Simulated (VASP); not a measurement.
# Rh (Fm-3m) in VASP: further runs

Runs on Rh. Level: LDA. Tasks: single point.

Everything below comes from runs of VASP 6.6.1. Logs are shortened: lines on timing, memory, paths and dates and some standing lists are left out, and cuts for length are marked.

**1. The cell of the first run**

The structure is cubic, space group Fm-3m (No. 225). The conventional cell has a = 3.755 Å, b = 3.755 Å, c = 3.755 Å, α = 90.00°, β = 90.00°, γ = 90.00°. Within 3.5 Å of Rh (site symmetry m-3m) lie 12 Rh at 2.66 Å.

**2. Single point, LDA**

Contents of INCAR:

```
SYSTEM = Rh
ALGO = Normal
EDIFF = 1E-7
ENCUT = 520
ISIF = 2
ISMEAR = -1
LASPH = .TRUE.
LCHARG = .TRUE.
LELF = .TRUE.
LREAL = .FALSE.
LVHAR = .TRUE.
LWAVE = .FALSE.
NBANDS = 14
NELM = 60
PREC = Accurate
SIGMA = 0.01
```

Contents of KPOINTS:

```
k-points
0
G
  14 14 14
  0 0 0
```

Contents of POSCAR:

```
Rh
1.0
    0.0000000000      1.8776226225      1.8776226225
    1.8776226225      0.0000000000      1.8776226225
    1.8776226225      1.8776226225      0.0000000000
Rh
1
Direct
    0.0000000000      0.0000000000      0.0000000000
```

Potentials or basis: VASP PAW LDA potentials, release 64 (Rh_pv).

Launch:

```bash
cat potpaw_LDA.64/Rh_pv/POTCAR > POTCAR
mpirun -np 1 vasp_std > vasp.out
```

OUTCAR:

```text
SYSTEM = Rh
   EDIFF = 1E-7
   ENCUT = 520
   ISIF = 2
   ISMEAR = -1
   LASPH = .TRUE.
   LREAL = .FALSE.
   NELM = 60
   PREC = Accurate

 ion  position               nearest neighbor table
   1  0.000  0.000  0.000-

  LATTYP: Found a face centered cubic cell.
 ALAT       =     3.7552452450

  Lattice vectors:

 A1 = (   0.0000000000,   1.8776226225,   1.8776226225)
 A2 = (   1.8776226225,   0.0000000000,   1.8776226225)
 A3 = (   1.8776226225,   1.8776226225,   0.0000000000)

Analysis of symmetry for initial positions (statically):
=====================================================================
 Subroutine PRICEL returns:
 Original cell was already a primitive cell.

 Routine SETGRP: Setting up the symmetry group for a
 face centered cubic supercell.

 Subroutine GETGRP returns: Found 48 space group operations
[... 9 lines left out ...]

 Routine SETGRP: Setting up the symmetry group for a
 face centered cubic supercell.

 Subroutine GETGRP returns: Found 48 space group operations
[... 11 lines left out ...]
                                     Primitive cell

  volume of cell :      13.2390

  direct lattice vectors                    reciprocal lattice vectors
     0.000000000  1.877622622  1.877622622    -0.266294192  0.266294192  0.266294192
     1.877622622  0.000000000  1.877622622     0.266294192 -0.266294192  0.266294192
     1.877622622  1.877622622  0.000000000     0.266294192  0.266294192 -0.266294192

  length of vectors
     2.655359378  2.655359378  2.655359378     0.461235071  0.461235071  0.461235071

  position of ions in fractional coordinates (direct lattice)
     0.000000000  0.000000000  0.000000000

  ion indices of the primitive-cell ions
   primitive index   ion index
                 1           1

----------------------------------------------------------------------------------------

 KPOINTS: k-points

Automatic generation of k-mesh.
 Grid dimensions read from file:
 generate k-points for:   14   14   14

 Generating k-lattice:

  Cartesian coordinates                     Fractional coordinates (reciprocal lattice)
    -0.019021014  0.019021014  0.019021014     0.071428571  0.000000000  0.000000000
     0.019021014 -0.019021014  0.019021014     0.000000000  0.071428571  0.000000000
     0.019021014  0.019021014 -0.019021014     0.000000000  0.000000000  0.071428571

  Length of vectors
     0.032945362  0.032945362  0.032945362

  Shift w.r.t. Gamma in fractional coordinates (k-lattice)
     0.000000000  0.000000000  0.000000000

 Subroutine IBZKPT returns following result:
 ===========================================

 Found    104 irreducible k-points:

 Following reciprocal coordinates:
            Coordinates               Weight
  0.000000  0.000000  0.000000      1.000000
  0.071429  0.000000  0.000000      8.000000
  0.142857  0.000000  0.000000      8.000000
  0.214286  0.000000  0.000000      8.000000
  0.285714  0.000000  0.000000      8.000000
  0.357143  0.000000  0.000000      8.000000
[... 16 lines left out ...]
  0.214286  0.142857  0.000000     24.000000
  0.285714  0.142857  0.000000     24.000000
 [... further k-points ...]
   k-points           NKPTS =    104   k-points in BZ     NKDIM =    104   number of bands    NBANDS=     14
   number of dos      NEDOS =    301   number of ions     NIONS =      1
   total plane-waves  NPLWV =   8000
   dimension x,y,z NGX =    20 NGY =   20 NGZ =   20
   dimension x,y,z NGXF=    40 NGYF=   40 NGZF=   40
   ions per type =               1
   NGX,Y,Z   is equivalent  to a cutoff of  12.52, 12.52, 12.52 a.u.
   NGXF,Y,Z  is equivalent  to a cutoff of  25.04, 25.04, 25.04 a.u.
 SYSTEM =  Rh
   PREC   = accura    normal or accurate (medium, high low for compatibility)
   ISTART =      0    job   : 0-new  1-cont  2-samecut
   ICHARG =      2    charge: 1-file 2-atom 10-const
   ISPIN  =      1    spin polarized calculation?
   LNONCOLLINEAR =      F non collinear calculations
   LSORBIT =      F    spin-orbit coupling
   LASPH  =      T    aspherical Exc in radial PAW
   ENCUT  =  520.0 eV  38.22 Ry    6.18 a.u.   4.94  4.94  4.94*2*pi/ulx,y,z
   NELM   =     60;   NELMIN=  2; NELMDL= -5     # of ELM steps
   EDIFF  = 0.1E-06   stopping-criterion for ELM
   LREAL  =      F    real-space projection
   EDIFFG = 0.1E-05   stopping-criterion for IOM
   NSW    =      0    number of steps for IOM
   IBRION =     -1    ionic relax: 0-MD 1-quasi-New 2-CG
[... 8 lines left out ...]
   EMIN   =  10.00;   EMAX   =-10.00  energy-range for DOS
   EFERMI =   0.00;   METHOD = LEGACY
   ISMEAR =    -1;   SIGMA  =   0.01  broadening in eV -4-tet -1-fermi 0-gaus
   EFERMI_NEDOS =   21; number of points for ismear=-14 and -15
   IALGO  =     38    algorithm
   IMIX   =      4    mixing-type and parameters
     AMIX     =   0.40;   BMIX     =  1.00
     AMIX_MAG =   1.60;   BMIX_MAG =  1.00
  volume/ion in A,a.u.               =      13.24        89.34
  Fermi-wavevector in a.u.,A,eV,Ry     =   1.706686  3.225169 39.630735  2.912777
  Thomas-Fermi vector in A             =   2.785677
   LORBIT       =      0    0 simple, 1 ext, 2 COOP (PROOUT), +10 PAW based schemes
   GGA     = CA    functional components
   LHFCALC =     F    Hartree Fock is set to
   AEXX    =    0.0000 exact exchange contribution
   IVDW    =     0    specifies the selected vdW correction
   LEPSILON=     F    determine dielectric tensor
   LRPA    =     F    only Hartree local field effects (RPA)
 non-spin polarized calculation
  energy-cutoff  :      520.00
  volume of cell :       13.24
 maximum number of plane-waves:       368
   NGX =  9   NGY =  9   NGZ =  9

 number of electron      15.0000002 magnetization

 Free energy of the ion-electron system (eV)
  ---------------------------------------------------
  ext. energy  EPLUGINS =         0.00000000
  ---------------------------------------------------
  free energy    TOTEN  =        -8.68307227 eV

  energy without entropy =       -8.68255379  energy(sigma->0) =       -8.68281303

 E-fermi :  12.3766     XC(G=0): -14.5925

 val. band max:       12.3612207422   @ k =   0.4286   0.3571   0.0000
 cond. band min:      12.3781098515   @ k =   0.3571   0.0000   0.0000
 fundamental gap:      0.0168891094
 Fermi energy:        12.3766240743

 k-point     1 :       0.0000    0.0000    0.0000
  band No.  band energies     occupation
      1     -33.7972      2.00000
      2     -33.7972      2.00000
      3     -33.7972      2.00000
      4       4.1125      2.00000
      5       9.1330      2.00000
      6       9.1330      2.00000
      7       9.1330      2.00000
      8      11.3879      2.00000
      9      11.3879      2.00000
     10      28.3339      0.00000
     11      32.6871      0.00000
     12      33.9560      0.00000
     13      33.9560      0.00000
     14      33.9560      0.00000

 k-point     2 :       0.0714    0.0000    0.0000
  band No.  band energies     occupation
      1     -33.8410      2.00000
      2     -33.8031      2.00000
      3     -33.8031      2.00000
      4       4.3253      2.00000
      5       9.0371      2.00000
      6       9.2172      2.00000
      7       9.2172      2.00000
      8      11.3400      2.00000
      9      11.3400      2.00000
     10      28.6542      0.00000
     11      32.6822      0.00000
     12      32.8974      0.00000
     13      34.2782      0.00000
     14      34.2782      0.00000

 k-point     3 :       0.1429    0.0000    0.0000
  band No.  band energies     occupation
      1     -33.9626      2.00000
      2     -33.8194      2.00000
      3     -33.8194      2.00000
      4       4.9116      2.00000
      5       8.8334      2.00000
      6       9.4130      2.00000
      7       9.4130      2.00000
      8      11.2665      2.00000
      9      11.2665      2.00000
     10      29.4453      0.00000
     11      30.9074      0.00000
     12      32.6886      0.00000
     13      35.1950      0.00000
     14      35.1950      0.00000

 k-point     4 :       0.2143    0.0000    0.0000
  band No.  band energies     occupation
      1     -34.1358      2.00000
      2     -33.8428      2.00000
      3     -33.8428      2.00000
      4       5.6528      2.00000
      5       8.8036      2.00000
      6       9.5390      2.00000
      7       9.5390      2.00000
      8      11.3726      2.00000
      9      11.3726      2.00000
     10      28.8069      0.00000
     11      30.1201      0.00000
     12      32.6878      0.00000
     13      36.5430      0.00000
     14      36.5430      0.00000

 k-point     5 :       0.2857    0.0000    0.0000
  band No.  band energies     occupation
      1     -34.3248      2.00000
      2     -33.8688      2.00000
      3     -33.8688      2.00000
      4       6.0919      2.00000
      5       9.4383      2.00000
      6       9.4560      2.00000
      7       9.4560      2.00000
      8      11.7971      2.00000
      9      11.7971      2.00000
     10      26.6598      0.00000
     11      29.8056      0.00000
[... 276 lines left out ...]
 k-point    22 :       0.1429    0.1429    0.0000
  band No.  band energies     occupation
      1     -33.9574      2.00000
      2     -33.8564      2.00000
      3     -33.8564      2.00000
      4       5.1822      2.00000
      5       8.4287      2.00000
      6       9.7221      2.00000
      7       9.7221      2.00000
      8      10.6653      2.00000
      9      11.6698      2.00000
     10      29.9648      0.00000
     11      32.0584      0.00000
     12      32.6900      0.00000
     13      33.8831      0.00000
     14      33.8831      0.00000

 k-point    23 :       0.2143    0.1429    0.0000
  band No.  band energies     occupation
      1     -34.0699      2.00000
      2     -33.8858      2.00000
      3     -33.8788      2.00000
      4       5.7874      2.00000
      5       8.1392      2.00000
      6       9.8435      2.00000
      7       9.9956      2.00000
      8      10.6645      2.00000
      9      11.8322      2.00000
     10      30.6112      0.00000
     11      30.8783      0.00000
     12      32.6876      0.00000
     13      33.6964      0.00000
     14      34.2357      0.00000

 k-point    24 :       0.2857    0.1429    0.0000
  band No.  band energies     occupation
      1     -34.2245      2.00000
      2     -33.9150      2.00000
      3     -33.9059      2.00000
      4       6.4256      2.00000
      5       8.0647      2.00000
      6       9.5066      2.00000
      7      10.1033      2.00000
      8      11.4431      2.00000
      9      12.1590      2.00000
     10      28.6559      0.00000
     11      31.0243      0.00000
     12      32.6867      0.00000
     13      33.4538      0.00000
     14      34.6349      0.00000

 [... further k-points ...]
[... 5 lines left out ...]
  --------------------------------------------------------------------------------------
  -------------------------------------------------------------------------------------
  Total        0.0409912      0.0409912      0.0409912      0.0000000      0.0000000      0.0000000
  in kB        4.9607367      4.9607367      4.9607367      0.0000000      0.0000000      0.0000000
  external PRESSURE =       4.9607367 kB  Pullay stress =       0.0000000 kB

 VOLUME and BASIS-vectors are now :
 -----------------------------------------------------------------------------
  energy-cutoff  :      520.00
  volume of cell :       13.24
      direct lattice vectors                 reciprocal lattice vectors
     0.000000000  1.877622622  1.877622622    -0.266294192  0.266294192  0.266294192
     1.877622622  0.000000000  1.877622622     0.266294192 -0.266294192  0.266294192
     1.877622622  1.877622622  0.000000000     0.266294192  0.266294192 -0.266294192

 POSITION                                       TOTAL-FORCE (eV/Angst)
 -----------------------------------------------------------------------------------
      0.00000      0.00000      0.00000         0.000000      0.000000      0.000000
 -----------------------------------------------------------------------------------
    total drift:                                0.000000      0.000000      0.000000

  FREE ENERGIE OF THE ION-ELECTRON SYSTEM (eV)
  ---------------------------------------------------
  free  energy   TOTEN  =        -8.6830722664 eV

  energy  without entropy=       -8.6825537911  energy(sigma->0) =       -8.68281303
```

Run time: 9.7 s. Hardware: 1 thread of Intel Xeon 6975P-C (Granite Rapids), shared host; peak memory 0.12 GiB.

What came out:

```
Free energy : -8.6831 eV
Pressure    : 0.5 GPa
```

**3. Single point, LDA**

Contents of INCAR:

```
SYSTEM = Rh
ALGO = Normal
EDIFF = 1E-6
ENCUT = 520
GGA = CA
ISIF = 2
ISMEAR = -1
LASPH = .True.
LCHARG = .True.
LELF = .True.
LREAL = .False.
LVHAR = .True.
LWAVE = .False.
NBANDS = 14
NELM = 80
PREC = Accurate
SIGMA = 0.03
```

Contents of KPOINTS:

```
k-points
0
Gamma
  14 14 14
  0 0 0
```

POSCAR is that of step 2.

Potentials or basis: VASP PAW LDA potentials, release 64 (Rh_pv).

Launch:

```bash
cat potpaw_LDA.64/Rh_pv/POTCAR > POTCAR
mpirun -np 1 vasp_std > vasp.out
```

It took 7.2 s on 1 thread of Intel Xeon 6975P-C (Granite Rapids), shared host; peak memory 0.12 GiB.

It converged, with:

```yaml
Free_energy: -8.6850 eV
Pressure: 0.5 GPa
```

Levels at points of the mesh, in eV from the Fermi level:
| k point | band 4 | band 5 | band 6 | band 7 | band 8 | band 9 | band 10 | band 11 |
| --- | --- | --- | --- | --- | --- | --- | --- | --- |
| (0.00, 0.00, 0.00) | -8.28 | -3.26 | -3.26 | -3.26 | -1.00 | -1.00 | 15.95 | 20.30 |
| (0.50, 0.00, 0.00) | -6.46 | -3.33 | -3.33 | 0.66 | 0.66 | 0.69 | 9.02 | 15.48 |
| (0.50, 0.50, 0.00) | -6.67 | -6.30 | 0.65 | 1.10 | 1.10 | 3.29 | 12.77 | 13.46 |

**4. Single point, LDA**

Contents of INCAR:

```
SYSTEM = Rh
ALGO = Normal
EDIFF = 1E-7
ENCUT = 520
ISIF = 2
ISMEAR = -1
LASPH = .TRUE.
LCHARG = .FALSE.
LREAL = .FALSE.
LWAVE = .FALSE.
NBANDS = 14
NELM = 60
PREC = Accurate
SIGMA = 0.2
```

Contents of KPOINTS:

```
k-points
0
G
  14 14 14
  0 0 0
```

POSCAR is that of step 3.

Launch:

```bash
cat potpaw_LDA.64/Rh_pv/POTCAR > POTCAR
mpirun -np 1 vasp_std > vasp.out
```

Run time: 8.7 s. Hardware: 1 thread of Intel Xeon 6975P-C (Granite Rapids), shared host; peak memory 0.13 GiB.

Results (log left out):

```yaml
Free_energy: -8.7656 eV
Pressure: 2.3 GPa
```

Levels at points of the mesh, in eV from the Fermi level:
| k point | band 5 | band 6 | band 7 | band 8 | band 9 | band 10 |
| --- | --- | --- | --- | --- | --- | --- |
| (0.00, 0.00, 0.00) | -3.27 | -3.27 | -3.27 | -1.02 | -1.02 | 15.92 |
| (0.50, 0.00, 0.00) | -3.35 | -3.35 | 0.65 | 0.65 | 0.67 | 9.01 |
| (0.50, 0.50, 0.00) | -6.32 | 0.63 | 1.09 | 1.09 | 3.27 | 12.75 |

**5. Single point, LDA**

Contents of INCAR:

```
SYSTEM = Rh
ALGO     = Normal         ! electronic algorithm
EDIFF    = 1E-6           ! SCF threshold, eV
ENCUT    = 520            ! plane-wave cutoff, eV
ISIF     = 2              ! what is computed and relaxed
ISMEAR   = -1             ! smearing method
LASPH    = .TRUE.         ! aspherical terms in the spheres
LCHARG   = .FALSE.        ! write CHGCAR
LREAL    = .FALSE.        ! projectors in reciprocal space
LWAVE    = .FALSE.        ! write WAVECAR
NBANDS   = 14             ! bands
NELM     = 100            ! most SCF steps
PREC     = Accurate       ! precision mode
SIGMA    = 0.3            ! smearing width, eV
```

KPOINTS is that of step 4.

POSCAR is that of step 4.

Launch:

```bash
cat potpaw_LDA.64/Rh_pv/POTCAR > POTCAR
mpirun -np 1 vasp_std > vasp.out
```

Wall time 6.2 s (1 thread of Intel Xeon 6975P-C (Granite Rapids), shared host); peak memory 0.13 GiB.

Results (log left out):

| Quantity | Value |
| --- | --- |
| Free energy | -8.8712 eV |
| Pressure | 4.3 GPa |

Levels at points of the mesh, in eV from the Fermi level:
```csv
k point,band 4,band 5,band 6,band 7,band 8,band 9,band 10,band 11
"(0.00, 0.00, 0.00)",-8.29,-3.25,-3.25,-3.25,-1.01,-1.01,15.93,20.32
"(0.50, 0.00, 0.00)",-6.46,-3.34,-3.34,0.67,0.67,0.67,9.02,15.46
"(0.50, 0.50, 0.00)",-6.69,-6.30,0.64,1.11,1.11,3.28,12.76,13.45
```

**6. Single point, LDA**

Contents of INCAR:

```
SYSTEM = Rh
ALGO = Normal ; EDIFF = 1E-6
ENCUT = 520 ; GGA = CA
ISIF = 2 ; ISMEAR = -1
LASPH = .True. ; LCHARG = .True.
LELF = .True. ; LREAL = .False.
LVHAR = .True. ; LWAVE = .False.
NBANDS = 14 ; NELM = 100
PREC = Accurate ; SIGMA = 0.6
```

Contents of KPOINTS:

```
k-points
0
Gamma
  14 14 14
  0 0 0
```

POSCAR is that of step 5.

Potentials or basis: VASP PAW LDA potentials, release 64 (Rh_pv).

Launch:

```bash
cat potpaw_LDA.64/Rh_pv/POTCAR > POTCAR
mpirun -np 1 vasp_std > vasp.out
```

Run time: 6 s. Hardware: 1 thread of Intel Xeon 6975P-C (Granite Rapids), shared host; peak memory 0.13 GiB.

The run converged. Its results:

```
Free energy : -9.3953 eV
Pressure    : 12.5 GPa
```

Levels at points of the mesh, in eV from the Fermi level:
```
           k point  band 4  band 5  band 6  band 7  band 8  band 9  band 10  band 11
(0.00, 0.00, 0.00)   -8.38   -3.30   -3.30   -3.30   -1.06   -1.06    15.85    20.33
(0.50, 0.00, 0.00)   -6.52   -3.39   -3.39    0.59    0.63    0.63     8.97    15.36
(0.50, 0.50, 0.00)   -6.76   -6.35    0.60    1.08    1.08    3.20    12.70    13.37
```

**7. Overview**

```csv
smearing,gap on the mesh (eV),pressure (GPa)
fermi-dirac 0.01 eV,none,0.5
fermi-dirac 0.03 eV,none,0.5
fermi-dirac 0.2 eV,none,2.3
fermi-dirac 0.3 eV,none,4.3
fermi-dirac 0.6 eV,none,12.5
```

Alike in all rows: task single point; level LDA; potentials or basis VASP PAW LDA potentials, release 64 (Rh_pv); no spin polarisation; cell as given; k mesh 14 × 14 × 14; cutoff (eV) 520.

Every run on the cell as given and a fine mesh finds a metal.

Total energies depend on the potentials used, so only differences within one code and one set of settings carry meaning.
